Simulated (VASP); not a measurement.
# TaN (P-62m) in VASP: notebook

The runs below take TaN through single point, with PBEsol.

Everything below comes from runs of VASP 6.6.1. Logs are shortened: lines on timing, memory, paths and dates and some standing lists are left out, and cuts for length are marked.

### 1 The cell of the first run

The structure is hexagonal, space group P-62m (No. 189). Conventional cell: a = 5.196 Å, b = 5.196 Å, c = 2.911 Å, α = 90.00°, β = 90.00°, γ = 120.00°. Ta (site symmetry -6) has 6 N at 2.16 Å and 5 Ta at 2.91 to 3.00 Å within 3.0 Å. Ta (site symmetry -62m) has 3 N at 2.04 Å within 2.7 Å. N (site symmetry m2m) has 5 Ta at 2.04 to 2.16 Å and 6 N at 2.77 to 2.91 Å within 3.0 Å.

### 2 Single point, PBEsol

INCAR

```
SYSTEM = TaN
  PREC = Accurate
  ENCUT = 520
  EDIFF = 1E-7
  ISMEAR = -1
  SIGMA = 0.1
  LREAL = .False.
  LASPH = .True.
  NELM = 80
  ALGO = Normal
  ISIF = 2
  LWAVE = .False.
  LCHARG = .False.
  GGA = PS
  NBANDS = 33
```

KPOINTS

```
Automatic mesh
0
Gamma
  5 5 8
  0 0 0
```

POSCAR

```
TaN
1.0
    5.1960000000      0.0000000000      0.0000000000
   -2.5980000000      4.4998680000      0.0000000000
    0.0000000000      0.0000000000      2.9110000000
Ta N
3 3
Direct
    0.3333333333      0.6666666667      0.5000000000
    0.6666666667      0.3333333333      0.5000000000
    0.0000000000      0.0000000000      0.0000000000
    0.3928500000      0.0000000000      0.0000000000
    0.6071500000      0.6071500000      0.0000000000
    0.0000000000      0.3928500000      0.0000000000
```

Potentials or basis: VASP PAW PBE potentials, release 64 (Ta_pv, N).

Run with:

```bash
$ cat potpaw_PBE.64/Ta_pv/POTCAR potpaw_PBE.64/N/POTCAR > POTCAR
$ mpirun -np 1 vasp_std > vasp.out
```

OUTCAR:

```text
SYSTEM = TaN
   PREC = Accurate
   ENCUT = 520
   EDIFF = 1E-7
   ISMEAR = -1
   LREAL = .False.
   LASPH = .True.
   NELM = 80
   ISIF = 2
   GGA = PS

 ion  position               nearest neighbor table
   1  0.333  0.667  0.500-   5 2.16   5 2.16   6 2.16   6 2.16   4 2.16   4 2.16   2 3.00   2 3.00
                             2 3.00   3 3.33   3 3.33   3 3.33   3 3.33   3 3.33   3 3.33
   2  0.667  0.333  0.500-   6 2.16   6 2.16   4 2.16   4 2.16   5 2.16   5 2.16   1 3.00   1 3.00
                             1 3.00   3 3.33   3 3.33   3 3.33   3 3.33   3 3.33   3 3.33
   3  0.000  0.000  0.000-   4 2.04   5 2.04   6 2.04   2 3.33   1 3.33   1 3.33   2 3.33   2 3.33
                             2 3.33   1 3.33   1 3.33   2 3.33   2 3.33   1 3.33   1 3.33
   4  0.393  0.000  0.000-   3 2.04   1 2.16   1 2.16   2 2.16   2 2.16
   5  0.607  0.607  0.000-   3 2.04   1 2.16   1 2.16   2 2.16   2 2.16
   6  0.000  0.393  0.000-   3 2.04   2 2.16   2 2.16   1 2.16   1 2.16

  LATTYP: Found a hexagonal cell.
 ALAT       =     5.1960000000
 C/A-ratio  =     0.5602386451

  Lattice vectors:

 A1 = (   5.1960000000,   0.0000000000,   0.0000000000)
 A2 = (  -2.5980000000,   4.4998680000,   0.0000000000)
 A3 = (   0.0000000000,   0.0000000000,   2.9110000000)

Analysis of symmetry for initial positions (statically):
=====================================================================
 Subroutine PRICEL returns:
 Original cell was already a primitive cell.

 Routine SETGRP: Setting up the symmetry group for a
 hexagonal supercell.

 Subroutine GETGRP returns: Found 12 space group operations
 (whereof 12 operations were pure point group operations)
 out of a pool of 24 trial point group operations.

The static configuration has the point symmetry D_3h.

Analysis of symmetry for dynamics (positions and initial velocities):
=====================================================================
 Subroutine PRICEL returns:
 Original cell was already a primitive cell.

 Routine SETGRP: Setting up the symmetry group for a
 hexagonal supercell.

 Subroutine GETGRP returns: Found 12 space group operations
 (whereof 12 operations were pure point group operations)
 out of a pool of 24 trial point group operations.

The dynamic configuration has the point symmetry D_3h.

 Subroutine INISYM returns: Found 12 space group operations
 (whereof 12 operations are pure point group operations),
 and found     1 'primitive' translations

[... 102 lines left out ...]
   LREAL  =      F    real-space projection
   EDIFFG = 0.1E-05   stopping-criterion for IOM
   NSW    =      0    number of steps for IOM
   IBRION =     -1    ionic relax: 0-MD 1-quasi-New 2-CG
   NFREE  =      0    steps in history (QN), initial steepest desc. (CG)
   ISIF   =      2    stress and relaxation
   ISYM   =      2    0-nonsym 1-usesym 2-fastsym
   POTIM  = 0.5000    time-step for ionic-motion
   TEBEG  =    0.0;   TEEND  =   0.0 temperature during run
   PSTRESS=    0.0 pullay stress
   NELECT =      48.0000    total number of electrons
   NUPDOWN=      -1.0000    fix difference up-down
   EMIN   =  10.00;   EMAX   =-10.00  energy-range for DOS
   EFERMI =   0.00;   METHOD = LEGACY
   ISMEAR =    -1;   SIGMA  =   0.10  broadening in eV -4-tet -1-fermi 0-gaus
   EFERMI_NEDOS =   21; number of points for ismear=-14 and -15
   IALGO  =     38    algorithm
   IMIX   =      4    mixing-type and parameters
     AMIX     =   0.40;   BMIX     =  1.00
     AMIX_MAG =   1.60;   BMIX_MAG =  1.00
  volume/ion in A,a.u.               =      11.34        76.55
  Fermi-wavevector in a.u.,A,eV,Ry     =   1.457197  2.753703 28.890916  2.123422
  Thomas-Fermi vector in A             =   2.574026
   LORBIT       =      0    0 simple, 1 ext, 2 COOP (PROOUT), +10 PAW based schemes
   GGA     = PS    functional components
   LHFCALC =     F    Hartree Fock is set to
   AEXX    =    0.0000 exact exchange contribution
   IVDW    =     0    specifies the selected vdW correction
   LEPSILON=     F    determine dielectric tensor
   LRPA    =     F    only Hartree local field effects (RPA)
 non-spin polarized calculation
  energy-cutoff  :      520.00
  volume of cell :       68.06
 maximum number of plane-waves:      1860
 NGX is ok and might be reduce to    40
   NGX = 19   NGY = 19   NGZ = 11

 number of electron      48.0000002 magnetization

 Free energy of the ion-electron system (eV)
  ---------------------------------------------------
  ext. energy  EPLUGINS =         0.00000000
  ---------------------------------------------------
  free energy    TOTEN  =       -71.45321990 eV

  energy without entropy =      -71.42671501  energy(sigma->0) =      -71.43996746

 E-fermi :   8.2896     XC(G=0): -13.1607

 val. band max:        8.1012157914   @ k =   0.2000  -0.0000   0.1250
 cond. band min:       8.4118456097   @ k =   0.2000  -0.0000   0.2500
 fundamental gap:      0.3106298184
 Fermi energy:         8.2896096371

 k-point     1 :       0.0000    0.0000    0.0000
  band No.  band energies     occupation
      1     -27.9992      2.00000
      2     -27.9992      2.00000
      3     -27.6440      2.00000
      4     -27.6440      2.00000
      5     -27.4686      2.00000
      6     -27.3605      2.00000
[... 853 lines left out ...]
     32      13.0548      0.00000
     33      13.4309      0.00000

 [... further k-points ...]

------------------------ aborting loop because EDIFF is reached ----------------------------------------

  FORCE on cell =-STRESS in cart. coord.  units (eV):
  Direction    XX          YY          ZZ          XY          YZ          ZX
  --------------------------------------------------------------------------------------
  -------------------------------------------------------------------------------------
  Total       -0.9679964     -0.9679964     -1.7829160      0.0000000      0.0000000      0.0000000
  in kB      -22.7862669    -22.7862669    -41.9691662      0.0000000      0.0000000      0.0000000
  external PRESSURE =     -29.1805667 kB  Pullay stress =       0.0000000 kB

 VOLUME and BASIS-vectors are now :
 -----------------------------------------------------------------------------
  energy-cutoff  :      520.00
  volume of cell :       68.06
      direct lattice vectors                 reciprocal lattice vectors
     5.196000000  0.000000000  0.000000000     0.192455735  0.111114370  0.000000000
    -2.598000000  4.499868000  0.000000000     0.000000000  0.222228741  0.000000000
     0.000000000  0.000000000  2.911000000     0.000000000  0.000000000  0.343524562

 POSITION                                       TOTAL-FORCE (eV/Angst)
 -----------------------------------------------------------------------------------
     -0.00000      2.99991      1.45550        -0.000000      0.000000     -0.000000
      2.59800      1.49996      1.45550        -0.000000      0.000000     -0.000000
      0.00000      0.00000      0.00000        -0.000000      0.000000     -0.000000
      2.04125      0.00000      0.00000        -0.002761      0.000000      0.000000
      1.57738      2.73209      0.00000         0.001380      0.002391     -0.000000
     -1.02062      1.76777      0.00000         0.001380     -0.002391     -0.000000
 -----------------------------------------------------------------------------------
    total drift:                               -0.000002     -0.000003      0.000000

  FREE ENERGIE OF THE ION-ELECTRON SYSTEM (eV)
  ---------------------------------------------------
  free  energy   TOTEN  =       -71.4532199017 eV

  energy  without entropy=      -71.4267150149  energy(sigma->0) =      -71.43996746
```

OSZICAR:

```text
N       E                     dE             d eps       ncg     rms          rms(c)
DAV:   1     0.439616481050E+03    0.43962E+03   -0.26015E+04  1650   0.152E+03
DAV:   2    -0.516251811482E+02   -0.49124E+03   -0.46802E+03  1896   0.447E+02
DAV:   3    -0.800884484046E+02   -0.28463E+02   -0.27989E+02  2022   0.104E+02
DAV:   4    -0.806294442758E+02   -0.54100E+00   -0.53766E+00  2051   0.142E+01
DAV:   5    -0.806422210845E+02   -0.12777E-01   -0.12762E-01  2132   0.173E+00    0.438E+01
DAV:   6    -0.717683295710E+02    0.88739E+01   -0.44198E+01  2101   0.358E+01    0.185E+01
DAV:   7    -0.715415734405E+02    0.22676E+00   -0.22068E+00  2019   0.800E+00    0.107E+01
DAV:   8    -0.714698695172E+02    0.71704E-01   -0.38519E-01  2007   0.368E+00    0.100E+00
DAV:   9    -0.714541889083E+02    0.15681E-01   -0.42255E-02  2076   0.141E+00    0.367E-01
DAV:  10    -0.714534925926E+02    0.69632E-03   -0.11732E-02  2059   0.541E-01    0.196E-01
DAV:  11    -0.714532600742E+02    0.23252E-03   -0.23535E-03  2088   0.295E-01    0.461E-02
DAV:  12    -0.714532197188E+02    0.40355E-04   -0.21327E-04  2031   0.850E-02    0.161E-02
DAV:  13    -0.714532198749E+02   -0.15607E-06   -0.13209E-05  1985   0.209E-02    0.453E-03
DAV:  14    -0.714532199017E+02   -0.26874E-07   -0.50587E-07  1811   0.495E-03
   1 F= -.71453220E+02 E0= -.71439967E+02  d E =-.265049E-01
```

stdout:

```text
POSCAR found type information on POSCAR TaN
 POSCAR found :  2 types and       6 ions
 scaLAPACK will be used
 -----------------------------------------------------------------------------
|                                                                             |
|                                                                             |
|     You enforced a specific xc type in the INCAR file but a different       |
|     I HOPE YOU KNOW WHAT YOU ARE DOING!                                     |
|                                                                             |
 -----------------------------------------------------------------------------

 LDA part: xc-table for (Slater+PW92), standard interpolation
 POSCAR, INCAR and KPOINTS ok, starting setup
 FFT: planning ... GRIDC
 FFT: planning ... GRID_SOFT
 FFT: planning ... GRID
 WAVECAR not read
 entering main loop
```

Run time: 45 s. Hardware: 1 thread of Intel Xeon Platinum 8259CL at 2.50GHz (Skylake/Cascade Lake), shared host; peak memory 0.21 GiB.

What came out:

```yaml
Free_energy: -71.4532 eV
Pressure: -2.9 GPa
Band_gap_on_the_k_mesh: zero (bands 24 and 25 overlap by 3.12 eV)
```

Forces in eV/Å, atoms in the order of the input:
```
Ta   0.000  0.000  0.000
Ta   0.000  0.000  0.000
Ta   0.000  0.000  0.000
N   -0.003  0.000  0.000
N    0.001  0.002  0.000
N    0.001 -0.002  0.000
```

Caveat: the PAW data sets were made with another functional, which shifts forces and pressure a little; spin-orbit coupling is left out, which moves the levels of the heavy elements.

(Continued in part 2 of 2.)

The gap in the log of VASP goes by the Fermi energy; the results here count the filled bands.